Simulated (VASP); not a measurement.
Here is a VASP 6.6.1 calculation.

File INCAR:

```
  PREC = Accurate
  ENCUT = 520
  EDIFF = 1E-6
  ISMEAR = 0
  SIGMA = 0.15
  LREAL = False
  LASPH = True
  NELM = 80
  ALGO = Fast
  ISIF = 2
  LWAVE = False
  LCHARG = False
  GGA = PE
  NBANDS = 31
```

The input KPOINTS:

```
Automatic mesh
0
Gamma
  14 14 14
```

File POSCAR:

```
SiW3
1.0
   -2.5386720360      2.5386720360      2.7339545003
    2.5386720360     -2.5386720360      2.7339545003
    2.5386720360      2.5386720360     -2.7339545003
Si W
1 3
Direct
    0.0000000000      0.0000000000      0.0000000000
    0.5000000000      0.5000000000      0.0000000000
    0.5000000000      0.0000000000      0.5000000000
    0.0000000000      0.5000000000      0.5000000000
```

Potentials or basis: VASP PAW PBE potentials, release 64 (Si, W_sv).

Command:

```bash
$ cat potpaw_PBE.64/Si/POTCAR potpaw_PBE.64/W_sv/POTCAR > POTCAR
$ mpirun -np 1 vasp_std > vasp.out
```

What does it give for the band gap on the k mesh?

Zero (bands 23 and 24 overlap by 1.64 eV).

What does it give for the pressure?

2.8 GPa.

Stress tensor (GPa, compression positive):
```
 10.42   0.00   0.00
  0.00  10.42   0.00
  0.00   0.00 -12.38
```

Caveat: the cell differs from its parent crystal (strain -0.025 along x and y, +0.050 along z); spin-orbit coupling is left out, which moves the levels of the heavy elements.
